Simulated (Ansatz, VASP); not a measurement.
**Two plane-wave programs on Mg3Te**

File POSCAR:

```
Mg3Te
1.0
   -2.0956873375      2.0956873375      5.1746518643
    2.0956873375     -2.0956873375      5.1746518643
    2.0956873375      2.0956873375     -5.1746518643
Te Mg
1 3
Direct
    0.0000000000      0.0000000000      0.0000000000
    0.2500000000      0.7500000000      0.5000000000
    0.7500000000      0.2500000000      0.5000000000
    0.5000000000      0.5000000000      0.0000000000
```

File INCAR.step1:

```
SYSTEM = Mg3Te
ALGO     = Normal         ! electronic algorithm
EDIFF    = 1E-4           ! SCF threshold, eV
ENCUT    = 520            ! plane-wave cutoff, eV
GGA      = PE             ! functional
ISMEAR   = -1             ! smearing method
LASPH    = .TRUE.         ! aspherical terms in the spheres
LCHARG   = .FALSE.        ! write CHGCAR
LREAL    = .FALSE.        ! projectors in reciprocal space
LWAVE    = .TRUE.         ! write WAVECAR
NBANDS   = 14             ! bands
NELM     = 60             ! most SCF steps
PREC     = Accurate       ! precision mode
SIGMA    = 0.05           ! smearing width, eV
```

The input INCAR.step2:

```
SYSTEM = Mg3Te
ALGO     = Normal         ! electronic algorithm
EDIFF    = 1E-6           ! SCF threshold, eV
ENCUT    = 520            ! plane-wave cutoff, eV
ISIF     = 2              ! what is computed and relaxed
ISMEAR   = -1             ! smearing method
ISTART   = 1            
LASPH    = .TRUE.         ! aspherical terms in the spheres
LCHARG   = .FALSE.        ! write CHGCAR
LMIXTAU  = .TRUE.       
LREAL    = .FALSE.        ! projectors in reciprocal space
LWAVE    = .FALSE.        ! write WAVECAR
METAGGA  = R2SCAN         ! meta-GGA
NBANDS   = 14             ! bands
NELM     = 60             ! most SCF steps
PREC     = Accurate       ! precision mode
SIGMA    = 0.05           ! smearing width, eV
```

KPOINTS

```
k-points
0
G
  9 9 9
  0 0 0
```

Contents of input.yaml:

```yaml
crystal:
  lattice:
    - [-2.0956873375, 2.0956873375, 5.1746518643]
    - [2.0956873375, -2.0956873375, 5.1746518643]
    - [2.0956873375, 2.0956873375, -5.1746518643]
  atoms:
    - { symbol: Te, position: [0.0, 0.0, 0.0] }
    - { symbol: Mg, position: [0.25, 0.75, 0.5] }
    - { symbol: Mg, position: [0.75, 0.25, 0.5] }
    - { symbol: Mg, position: [0.5, 0.5, 0.0] }
hamiltonian:
  xc: r2scan
  pseudopotentials: { kind: paw }
kpoints:
  mp_grid: { grid: [9, 9, 9] }
scf:
  occupations: { method: fermi_dirac, width: 0.05 }
output:
  forces: true
  stress: true
  eigenvalues: true
```

Alike in both runs: task single point; functional r2SCAN; k mesh 9 × 9 × 9; occupations fermi-dirac, width 0.05 eV; no spin polarisation.

```csv
,VASP,Ansatz
version,VASP 6.6.1,Ansatz 0.2.0
potentials or method,"VASP PAW PBE potentials, release 64 (Te, Mg)",Ansatz PAW
plane-wave cutoff (eV),520,500
valence electrons in the cell,12,46
```

Ansatz gave:

```
gap on the k mesh at the Fermi level (eV)                     : none
pressure (GPa)                                                : 1.9
traceless stress, the component that is largest in VASP (GPa) : -0.16
```

**Question.** Estimate VASP's values.

**Answer.** gap on the k mesh at the Fermi level (eV): none; pressure (GPa): 1.7; traceless stress, the component that is largest in VASP (GPa): -0.16.

VASP's potentials were made for PBE, not for r2SCAN. A gap of «none» marks a metal or a gap that the smearing closes. VASP's potentials hold 12 valence electrons a cell and Ansatz's 46, so a difference there can come from the potentials and not from the codes.

Neither program's run includes spin-orbit coupling.
